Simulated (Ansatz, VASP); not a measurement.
# Two plane-wave programs on P

The input INCAR:

```
SYSTEM = P
ALGO     = Normal         ! electronic algorithm
EDIFF    = 1E-7           ! SCF threshold, eV
ENCUT    = 520            ! plane-wave cutoff, eV
GGA      = PS             ! functional
ISIF     = 2              ! what is computed and relaxed
ISMEAR   = 0              ! smearing method
LASPH    = .TRUE.         ! aspherical terms in the spheres
LCHARG   = .FALSE.        ! write CHGCAR
LREAL    = .FALSE.        ! projectors in reciprocal space
LWAVE    = .FALSE.        ! write WAVECAR
NBANDS   = 12             ! bands
NELM     = 60             ! most SCF steps
PREC     = Accurate       ! precision mode
SIGMA    = 0.15           ! smearing width, eV
```

Contents of KPOINTS:

```
k-points
0
G
  24 24 12
  0 0 0
```

The input POSCAR:

```
P
1.0
    2.4347371633      0.0000000000      0.0054547024
    0.0000000000      2.4346254889      0.0000000000
   -0.0099022070      0.0000000000      4.9846654548
P
2
Direct
    0.0000000000      0.0000000000      0.2500000000
    1.0000000000      0.0000000000      0.7500000000
```

Input for Ansatz:

```yaml
crystal:
  lattice:
    - [2.4347371633, 0.0, 0.0054547024]
    - [0.0, 2.4346254889, 0.0]
    - [-0.009902207, 0.0, 4.9846654548]
  atoms:
    - { symbol: P, position: [0.0, 0.0, 0.25] }
    - { symbol: P, position: [1.0, 0.0, 0.75] }
basis:
  ecutwfc: 420
kpoints:
  mp_grid: { grid: [24, 24, 12] }
hamiltonian:
  xc: pbesol
scf:
  occupations: { method: gaussian, width: 0.15 }
output:
  forces: true
  stress: true
  eigenvalues: true
```

Change from the starting cell: strain +0.000 along x and y, +0.040 along z, atoms carried along.

Alike in both runs: task single point; functional PBEsol; k mesh 24 × 24 × 12; occupations gaussian, width 0.15 eV; no spin polarisation.

```csv
,VASP,Ansatz
version,VASP 6.6.1,Ansatz 0.2.0
potentials or method,"VASP PAW PBE potentials, release 64 (P), cutoff 520 eV","scalar-relativistic, plane waves, PAW"
valence electrons in the cell,10,10
```

|  | VASP | Ansatz | Ansatz less VASP |
| --- | --- | --- | --- |
| gap on the k mesh at the Fermi level (eV) | none | none | - |
| pressure (GPa) | -4.3 | -4.4 | -0.10 |
| traceless stress, the component that is largest in VASP (GPa) | -2.43 | -2.44 | -0.007 |

VASP's potentials were made for PBE, not for PBEsol. A gap of «none» marks a metal or a gap that the smearing closes.
